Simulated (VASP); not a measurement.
# HW18S36 (a cell with a defect) in VASP: single point with PBE

Aim: the single point of HW18S36 (a cell with a defect) with PBE.

Program: VASP 6.6.1. These are calculated values, not measurements. Logs are shortened: lines on timing, memory, paths and dates and some standing lists are left out, and cuts for length are marked.

**1. The cell of the first run**

The cell holds a defect, 55 atoms: a = 9.381 Å, b = 9.381 Å, c = 12.165 Å, α = 90.00°, β = 90.00°, γ = 120.00°.

**2. Single point, PBE, collinear spin**

INCAR reads:

```
SYSTEM = HW18S36
PREC = Accurate
ENCUT = 400
EDIFF = 1E-6
ISMEAR = -1
SIGMA = 0.01
LREAL = Auto
LASPH = .True.
NELM = 200
ALGO = Normal
ISIF = 2
LWAVE = .False.
LCHARG = .False.
ISPIN = 2
MAGMOM = 0 0.02 0 0.11 0.01 0.01 0.01 0.01 0 -0.01 0.01 0.01 0 0.11 0 0.04 0 -0.01 0.01 0 0 0 0.01 0 0 0 0.01 0 0 0 0.01 0 0 0 0 0 0.02 0 0.01 0.01 0.01 0 0.01 0 0 0 0 0 0.01 0 0 0 0.02 0 0.26
LORBIT = 11
NUPDOWN = 1.0
LMAXMIX = 4
GGA = PE
NBANDS = 272
GGA_COMPAT = .False.
```

KPOINTS reads:

```
regular mesh
0
Gamma
  1 1 1
  0 0 0
```

POSCAR reads:

```
HW18S36
1.0
    9.3812494600     -0.0000000900      0.0000000000
   -4.6906246600      8.1244004000      0.0000000000
    0.0000000000      0.0000000000     12.1647637100
W S H
18 36 1
Direct
    0.1103659355      0.2205075971      0.2507469173
    0.2210499259      0.1095652573      0.7495873506
    0.1103901850      0.5539669130      0.2507769220
    0.2209939853      0.4426772245      0.7489006953
    0.1110443506      0.8877077267      0.2510799283
    0.2217586938      0.7767037208      0.7501285037
    0.4437813381      0.2207431874      0.2504673393
    0.5553339465      0.1095545525      0.7495978728
    0.4435842910      0.5538810027      0.2507816899
    0.5549036937      0.4429942978      0.7500198292
    0.4434814244      0.8877039147      0.2510796817
    0.5555178425      0.7762960636      0.7515048560
    0.7769558835      0.2205013271      0.2507300654
    0.8899787199      0.1131135881      0.7434317851
    0.7771102719      0.5538776831      0.2507668108
    0.8884975272      0.4426815399      0.7488686354
    0.7770478850      0.8872737328      0.2508767184
    0.8875955966      0.7762860974      0.7514614519
    0.1135299099      0.2225452860      0.6177934220
    0.2214354589      0.1095577490      0.1214144422
    0.1072831832      0.2191580821      0.8768159624
    0.2220288059      0.1098319846      0.3799176137
    0.1110728929      0.5553078120      0.6200834788
    0.2213615583      0.4426951951      0.1216566170
    0.1101000578      0.5534167186      0.8785284494
    0.2213229259      0.4427072575      0.3799345479
    0.1101050758      0.8871554398      0.6210926229
    0.2214997261      0.7761778974      0.1217413700
    0.1115481817      0.8882806921      0.8794022847
    0.2215179826      0.7762220853      0.3802205378
    0.4438965298      0.2209614189      0.6207002602
    0.5549272577      0.1095493829      0.1214074548
    0.4435527959      0.2202856767      0.8786828298
    0.5546239469      0.1098343270      0.3799139967
    0.4450477663      0.5556198387      0.6211448229
    0.5550568802      0.4433166600      0.1214108252
    0.4415676057      0.5521997709      0.8786139423
    0.5548379502      0.4428538566      0.3796621217
    0.4438686802      0.8871444888      0.6211019943
    0.5540917262      0.7760903869      0.1223468894
    0.4435349759      0.8882789726      0.8794237402
    0.5547317188      0.7762255354      0.3798650849
    0.7758330030      0.2225230147      0.6177865168
    0.8881240067      0.1094265467      0.1217047067
    0.7787150528      0.2191753216      0.8767976308
    0.8881601360      0.1095083989      0.3800125601
    0.7773656771      0.5556122111      0.6211159690
    0.8881478851      0.4426917561      0.1216406693
    0.7774667053      0.5522104831      0.8785853351
    0.8881887313      0.4427016029      0.3799199154
    0.7763175677      0.8858275953      0.6211295328
    0.8888097164      0.7760863288      0.1223309417
    0.7720411402      0.8772382845      0.8865125749
    0.8883137394      0.7762193847      0.3798509457
    0.7063279294      0.7457093158     -0.0321817184
```

Potentials or basis: VASP PAW PBE potentials, release 64 (W_sv, S, H).

Run with:

```console
cat potpaw_PBE.64/W_sv/POTCAR potpaw_PBE.64/S/POTCAR potpaw_PBE.64/H/POTCAR > POTCAR
mpirun -np 1 vasp_gam > vasp.out
```

OUTCAR:

```text
SYSTEM = HW18S36
   PREC = Accurate
   ENCUT = 400
   EDIFF = 1E-6
   ISMEAR = -1
   LREAL = Auto
   LASPH = .True.
   NELM = 200
   ISIF = 2
   ISPIN = 2
   LORBIT = 11
   NUPDOWN = 1.0
   GGA = PE

 ion  position               nearest neighbor table
   1  0.110  0.221  0.251-  44 2.39  24 2.39  26 2.39  20 2.39  46 2.39  22 2.39   5 3.13  17 3.13
                             9 3.13   7 3.13  13 3.13   3 3.13
   2  0.221  0.110  0.750-  21 2.39  27 2.39  29 2.39  33 2.39  31 2.40  19 2.40  14 3.12   4 3.13
                             6 3.13  18 3.13  10 3.13   8 3.14
   3  0.110  0.554  0.251-  28 2.39  50 2.39  26 2.39  24 2.39  48 2.39  30 2.40  15 3.13   9 3.13
                             5 3.13  11 3.13   1 3.13  13 3.13
   4  0.221  0.443  0.749-  37 2.39  21 2.39  23 2.39  35 2.39  25 2.39  19 2.40  14 3.10  16 3.12
                             2 3.13   6 3.13  10 3.13  12 3.13
   5  0.111  0.888  0.251-  52 2.39  22 2.39  30 2.39  28 2.39  54 2.39  20 2.40  11 3.12   7 3.12
                             1 3.13   3 3.13  17 3.13  15 3.13
   6  0.222  0.777  0.750-  39 2.39  29 2.39  27 2.39  41 2.39  25 2.39  23 2.40   8 3.13   2 3.13
                            16 3.13   4 3.13  18 3.13  12 3.13
   7  0.444  0.221  0.250-  34 2.39  22 2.39  38 2.39  20 2.39  32 2.39  36 2.39   5 3.12  11 3.12
                            15 3.13   9 3.13  13 3.13   1 3.13
   8  0.555  0.110  0.750-  45 2.39  39 2.39  41 2.39  33 2.39  31 2.40  43 2.40  14 3.12  16 3.13
                             6 3.13  12 3.13  10 3.13   2 3.14
   9  0.444  0.554  0.251-  40 2.39  38 2.39  24 2.39  42 2.39  26 2.39  36 2.39   7 3.13   3 3.13
[... 51 lines left out ...]
  51  0.776  0.886  0.621-  14 2.37  18 2.39  12 2.39
  52  0.889  0.776  0.122-  15 2.39   5 2.39  17 2.39
  53  0.772  0.877  0.887-  55 1.46  12 2.41  18 2.41  14 2.59
  54  0.888  0.776  0.380-  17 2.39   5 2.39  15 2.39
  55  0.706  0.746  0.968-  53 1.46

  LATTYP: Found a hexagonal cell.
 ALAT       =     9.3812494600
 C/A-ratio  =     1.2967103968

  Lattice vectors:

 A1 = (   9.3812494600,  -0.0000000900,   0.0000000000)
 A2 = (  -4.6906246600,   8.1244004000,   0.0000000000)
 A3 = (   0.0000000000,   0.0000000000,  12.1647637100)

Analysis of symmetry for initial positions (statically):
=====================================================================
 Subroutine PRICEL returns:
 Original cell was already a primitive cell.

 Routine SETGRP: Setting up the symmetry group for a
 hexagonal supercell.

 Subroutine GETGRP returns: Found  1 space group operations
 (whereof  1 operations were pure point group operations)
 out of a pool of 24 trial point group operations.

The static configuration has the point symmetry C_1 .

Analysis of symmetry for dynamics (positions and initial velocities):
=====================================================================
 Subroutine PRICEL returns:
 Original cell was already a primitive cell.

 Routine SETGRP: Setting up the symmetry group for a
 hexagonal supercell.

 Subroutine GETGRP returns: Found  1 space group operations
 (whereof  1 operations were pure point group operations)
 out of a pool of 24 trial point group operations.

The dynamic configuration has the point symmetry C_1 .

Analysis of structural, dynamic, and magnetic symmetry:
=====================================================================
 Subroutine PRICEL returns:
 Original cell was already a primitive cell.

 Routine SETGRP: Setting up the symmetry group for a
 hexagonal supercell.

 Subroutine GETGRP returns: Found  1 space group operations
 (whereof  1 operations were pure point group operations)
 out of a pool of 24 trial point group operations.

The overall configuration has the point symmetry C_1 .

 Subroutine INISYM returns: Found  1 space group operations
 (whereof  1 operations are pure point group operations),
 and found     1 'primitive' translations

----------------------------------------------------------------------------------------

                                     Primitive cell

  volume of cell :     927.1621

  direct lattice vectors                    reciprocal lattice vectors
     9.381249460 -0.000000090  0.000000000     0.106595610  0.061543003  0.000000000
    -4.690624660  8.124400400  0.000000000     0.000000001  0.123086007  0.000000000
     0.000000000  0.000000000 12.164763710     0.000000000  0.000000000  0.082204638

  length of vectors
[... 163 lines left out ...]
   NELM   =    200;   NELMIN=  2; NELMDL= -5     # of ELM steps
   EDIFF  = 0.1E-05   stopping-criterion for ELM
   LREAL  =      T    real-space projection
   EDIFFG = 0.1E-04   stopping-criterion for IOM
   NSW    =      0    number of steps for IOM
   IBRION =     -1    ionic relax: 0-MD 1-quasi-New 2-CG
   NFREE  =      0    steps in history (QN), initial steepest desc. (CG)
   ISIF   =      2    stress and relaxation
   ISYM   =      2    0-nonsym 1-usesym 2-fastsym
   POTIM  = 0.5000    time-step for ionic-motion
   TEBEG  =    0.0;   TEEND  =   0.0 temperature during run
   PSTRESS=    0.0 pullay stress
   NELECT =     469.0000    total number of electrons
   NUPDOWN=       1.0000    fix difference up-down
   EMIN   =  10.00;   EMAX   =-10.00  energy-range for DOS
   EFERMI =   0.00;   METHOD = LEGACY
   ISMEAR =    -1;   SIGMA  =   0.01  broadening in eV -4-tet -1-fermi 0-gaus
   EFERMI_NEDOS =   21; number of points for ismear=-14 and -15
   IALGO  =     38    algorithm
   IMIX   =      4    mixing-type and parameters
     AMIX     =   0.40;   BMIX     =  1.00
     AMIX_MAG =   1.60;   BMIX_MAG =  1.00
  volume/ion in A,a.u.               =      16.86       113.76
  Fermi-wavevector in a.u.,A,eV,Ry     =   1.304409  2.464976 23.150090  1.701484
  Thomas-Fermi vector in A             =   2.435347
   LORBIT       =     11    0 simple, 1 ext, 2 COOP (PROOUT), +10 PAW based schemes
   GGA     = PE    functional components
   LHFCALC =     F    Hartree Fock is set to
   AEXX    =    0.0000 exact exchange contribution
   IVDW    =     0    specifies the selected vdW correction
   LEPSILON=     F    determine dielectric tensor
   LRPA    =     F    only Hartree local field effects (RPA)
 spin polarized calculation
  energy-cutoff  :      400.00
  volume of cell :      927.16
 maximum number of plane-waves:      8432
 NGX is ok and might be reduce to    64
   NGX = 31   NGY = 31   NGZ = 39

 number of electron     468.9999968 magnetization       0.9999487

 Free energy of the ion-electron system (eV)
  ---------------------------------------------------
  ext. energy  EPLUGINS =         0.00000000
  ---------------------------------------------------
  free energy    TOTEN  =      -423.86712530 eV

  energy without entropy =     -423.86712530  energy(sigma->0) =     -423.86712530

 E-fermi :   8.2671     XC(G=0): -11.1665

 val. band max:        8.3251346491   @ k =   0.0000   0.0000   0.0000
 cond. band min:       8.7270133016   @ k =   0.0000   0.0000   0.0000
 fundamental gap:      0.4018786525
 Fermi energy:         8.7973039737

 spin component 1

 k-point     1 :       0.0000    0.0000    0.0000
  band No.  band energies     occupation
      1     -66.5536      1.00000
      2     -66.5455      1.00000
      3     -66.5402      1.00000
      4     -66.5383      1.00000
      5     -66.5382      1.00000
      6     -66.5378      1.00000
[... 238 lines left out ...]
    245       9.7123      0.00000
    246       9.8389      0.00000
 Fermi energy:         8.2671389092

 spin component 2

 k-point     1 :       0.0000    0.0000    0.0000
  band No.  band energies     occupation
      1     -66.5512      1.00000
      2     -66.5426      1.00000
      3     -66.5379      1.00000
      4     -66.5378      1.00000
      5     -66.5362      1.00000
      6     -66.5361      1.00000
[... 238 lines left out ...]
    245       9.7449      0.00000
    246       9.8537      0.00000
 [bands above 246 left out]

------------------------ aborting loop because EDIFF is reached ----------------------------------------

  FORCE on cell =-STRESS in cart. coord.  units (eV):
  Direction    XX          YY          ZZ          XY          YZ          ZX
  --------------------------------------------------------------------------------------
  -------------------------------------------------------------------------------------
  Total       52.2733223     53.0060483     38.5476853     -0.0029816     -0.0119169      0.0001204
  in kB       90.3306233     91.5968064     66.6121128     -0.0051524     -0.0205930      0.0002081
  external PRESSURE =      82.8465142 kB  Pullay stress =       0.0000000 kB

 VOLUME and BASIS-vectors are now :
 -----------------------------------------------------------------------------
  energy-cutoff  :      400.00
  volume of cell :      927.16
      direct lattice vectors                 reciprocal lattice vectors
     9.381249460 -0.000000090  0.000000000     0.106595610  0.061543003  0.000000000
    -4.690624660  8.124400400  0.000000000     0.000000001  0.123086007  0.000000000
     0.000000000  0.000000000 12.164763710     0.000000000  0.000000000  0.082204638

 POSITION                                       TOTAL-FORCE (eV/Angst)
 -----------------------------------------------------------------------------------
      0.00105      1.79149      3.05028        -0.000087      0.000072      0.003929
      1.55980      0.89015      9.11855        -0.002399     -0.001196     -0.000064
     -1.56285      4.50065      3.05064        -0.001639      0.001851     -0.000447
     -0.00323      3.59649      9.11020         0.002420      0.000456     -0.000411
     -3.12217      7.21209      3.05433         0.000216     -0.001670     -0.001052
     -1.56285      6.31025      9.12514         0.002311     -0.001366     -0.004102
[... 47 lines left out ...]
      4.69254      6.30632      4.62080        -0.000116     -0.000302      0.005325
      3.12840      6.05844     11.77328        -0.000149      0.010410     -0.017266
 -----------------------------------------------------------------------------------
    total drift:                               -0.001064     -0.001017     -0.007380

  FREE ENERGIE OF THE ION-ELECTRON SYSTEM (eV)
  ---------------------------------------------------
  free  energy   TOTEN  =      -423.8671252983 eV

  energy  without entropy=     -423.8671252983  energy(sigma->0) =     -423.86712530

 total charge

# of ion       s       p       d       tot
------------------------------------------
    1        2.320   6.340   3.439  12.100
    2        2.321   6.339   3.436  12.097
    3        2.320   6.340   3.439  12.099
    4        2.320   6.341   3.442  12.103
    5        2.321   6.340   3.442  12.103
    6        2.321   6.341   3.437  12.099
[... 47 lines left out ...]
   54        1.361   2.376   0.000   3.737
   55        0.514   0.029   0.000   0.543
--------------------------------------------------
tot         91.225 199.714  61.940 352.880

 magnetization (x)

# of ion       s       p       d       tot
------------------------------------------
    1        0.000   0.000   0.003   0.003
    2        0.001  -0.000   0.012   0.013
    3        0.000   0.000   0.006   0.006
    4        0.000   0.001   0.030   0.031
    5        0.000   0.000   0.007   0.008
    6        0.000   0.000   0.004   0.004
[... 47 lines left out ...]
   54        0.000  -0.000   0.000  -0.000
   55        0.088  -0.000   0.000   0.087
--------------------------------------------------
tot          0.135   0.055   0.472   0.662
```

It took 15 min on 1 thread of Intel Xeon 8259CL, shared host; peak memory 0.98 GiB.

Results:

```
Free energy                                           : -423.8671 eV
Pressure                                              : 8.3 GPa
Largest force                                         : 0.049 eV/Å
Net moment                                            : 1.00 μB per cell
Site moments                                          : W +0.00, +0.01, +0.03, -0.00, +0.35 (each value once); S +0.00, -0.00, +0.01, +0.03 (each value once); H +0.09 μB
Valence electrons inside the program's atomic spheres : W 12.10, 12.09 (each value once); S 3.74, 3.72 (each value once); H 0.54
```

Forces in eV/Å, atoms in the order of the input:
```
W    0.000  0.000  0.004
W   -0.002 -0.001  0.000
W   -0.002  0.002  0.000
W    0.002  0.000  0.000
W    0.000 -0.002 -0.001
W    0.002 -0.001 -0.004
W    0.003  0.000  0.000
W    0.001 -0.001  0.001
W    0.001  0.003 -0.003
W    0.000  0.001 -0.003
W   -0.001  0.000 -0.002
W   -0.011 -0.008 -0.019
W   -0.004  0.001  0.004
W    0.000  0.004 -0.006
W   -0.001 -0.001 -0.003
W   -0.003 -0.002  0.004
W    0.000 -0.002 -0.003
W    0.008 -0.006 -0.011
S    0.000  0.002 -0.002
S   -0.001  0.000 -0.004
S    0.002  0.002  0.004
S    0.000  0.000  0.005
S    0.000  0.001 -0.006
S    0.000  0.000 -0.005
S    0.000  0.001  0.006
S    0.000  0.001  0.004
S   -0.001 -0.001 -0.003
S    0.000  0.001 -0.005
S   -0.001  0.000  0.006
S    0.000  0.000  0.003
S    0.000  0.001 -0.005
S    0.000  0.000 -0.004
S    0.000  0.000  0.005
S    0.000  0.000  0.004
S    0.002  0.001 -0.004
S    0.000  0.000 -0.004
S   -0.001  0.002  0.005
S    0.000  0.000  0.004
S    0.002 -0.001 -0.001
S   -0.001  0.001 -0.005
S    0.000  0.001  0.005
S    0.000  0.000  0.004
S    0.000  0.001 -0.001
S    0.002  0.000 -0.003
S    0.000  0.002  0.005
S    0.000 -0.001  0.005
S   -0.001  0.000 -0.004
S    0.001  0.000 -0.004
S    0.000  0.001  0.005
S    0.000  0.000  0.005
S   -0.001  0.000 -0.005
S    0.002  0.002 -0.003
S    0.001 -0.013  0.048
S    0.000  0.000  0.005
H    0.000  0.010 -0.017
```

Caveat: the k points lie up to 0.77 Å⁻¹ apart; spin-orbit coupling is left out, which moves the levels of the heavy elements; the total moment is fixed, so each spin has its own Fermi level and the state may be an excited one.
